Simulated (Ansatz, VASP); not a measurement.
**HfN: VASP beside Ansatz**

Contents of INCAR:

```
SYSTEM = HfN
ALGO = Normal ; EDIFF = 1E-6
ENCUT = 600 ; GGA = PE
GGA_COMPAT = .False. ; ISIF = 2
ISMEAR = 0 ; LASPH = .True.
LCHARG = .False. ; LREAL = .False.
LWAVE = .False. ; NBANDS = 14
NELM = 120 ; PREC = Accurate
SIGMA = 0.05
```

The input KPOINTS:

```
k-points
0
Gamma
  8 8 8
  0 0 0
```

Contents of POSCAR:

```
HfN
1.0
    0.0000000000      2.2745866194      2.2745866194
    2.2745866194      0.0000000000      2.2745866194
    2.2745866194      2.2745866194      0.0000000000
Hf N
1 1
Direct
    0.5000000000      0.5000000000      0.5000000000
    0.0000000000      0.0000000000      0.0000000000
```

Input for Ansatz:

```yaml
crystal:
  lattice:
    - [0.0, 2.2745866194, 2.2745866194]
    - [2.2745866194, 0.0, 2.2745866194]
    - [2.2745866194, 2.2745866194, 0.0]
  atoms:
    - { symbol: Hf, position: [0.5, 0.5, 0.5] }
    - { symbol: "N", position: [0.0, 0.0, 0.0] }
basis:
  ecutwfc: 420
  ecutrho_ratio: 4
kpoints:
  mp_grid: { grid: [8, 8, 8] }
hamiltonian:
  xc: pbe
scf:
  occupations: { method: gaussian, width: 0.05 }
output:
  forces: true
  stress: true
  eigenvalues: true
```

Alike in both runs: task single point; functional PBE; k mesh 8 × 8 × 8; occupations gaussian, width 0.05 eV; no spin polarisation.

|  | VASP | Ansatz |
| --- | --- | --- |
| version | VASP 6.6.1 | Ansatz 0.2.0 |
| potentials or method | VASP PAW PBE potentials, release 64 (Hf_pv, N), cutoff 600 eV | scalar-relativistic, plane waves, PAW |
| valence electrons in the cell | 15 | 31 |

|  | VASP | Ansatz | Ansatz less VASP |
| --- | --- | --- | --- |
| gap on the k mesh at the Fermi level (eV) | none | none | - |
| pressure (GPa) | -2.5 | 0.0 | +2.47 |

A gap of «none» marks a metal or a gap that the smearing closes. VASP's potentials hold 15 valence electrons a cell and Ansatz's 31, so a difference there can come from the potentials and not from the codes.

Spin-orbit coupling is off throughout.
